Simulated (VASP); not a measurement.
Here is a VASP 6.6.1 calculation.

The input POSCAR:

```
GaN
1.0
    3.3000348257      0.0000000000      0.0000000000
   -1.6500174128      2.8579139924      0.0000000000
    0.0000000000      0.0000000000      4.7558746756
Ga N
2 2
Direct
    0.3333333333      0.6666666667      0.2500000000
    0.6666666667      0.3333333333      0.7500000000
    0.6666666667      0.3333333333      0.2500000000
    0.3333333333      0.6666666667      0.7500000000
```

File INCAR.step1:

```
  ALGO = Normal
  EDIFF = 1E-4
  ENCUT = 520
  GGA = PE
  ISMEAR = 0
  LASPH = True
  LCHARG = False
  LREAL = False
  LWAVE = True
  NBANDS = 26
  NELM = 100
  PREC = Accurate
  SIGMA = 0.01
```

Contents of INCAR.step2:

```
  ALGO = Normal
  EDIFF = 1E-6
  ENCUT = 520
  ISIF = 2
  ISMEAR = 0
  ISTART = 1
  LASPH = True
  LCHARG = True
  LELF = True
  LMIXTAU = True
  LREAL = False
  LVHAR = True
  LWAVE = False
  METAGGA = R2SCAN
  NBANDS = 26
  NELM = 100
  PREC = Accurate
  SIGMA = 0.01
```

File KPOINTS:

```
k-points
0
Gamma
  9 9 4
```

Potentials or basis: VASP PAW PBE potentials, release 64 (Ga_d, N).

Command:

```bash
$ cat potpaw_PBE.64/Ga_d/POTCAR potpaw_PBE.64/N/POTCAR > POTCAR
$ cp INCAR.step1 INCAR
$ mpirun -np 1 vasp_std > vasp.out
$ cp INCAR.step2 INCAR
$ mpirun -np 1 vasp_std > vasp.out
```

Problem. What does it give for the band gap on the k mesh?

Solution. 1.88 eV, direct.

Problem. What does it give for the pressure?

Solution. 0.9 GPa.

Stress tensor (GPa, compression positive):
```
 1.42  0.00  0.00
 0.00  1.42  0.00
 0.00  0.00 -0.11
```

Caveat: the PAW data sets were made with another functional, which shifts forces and pressure a little. r2SCAN opens gaps a little over a GGA but as a rule still falls short of measured ones.
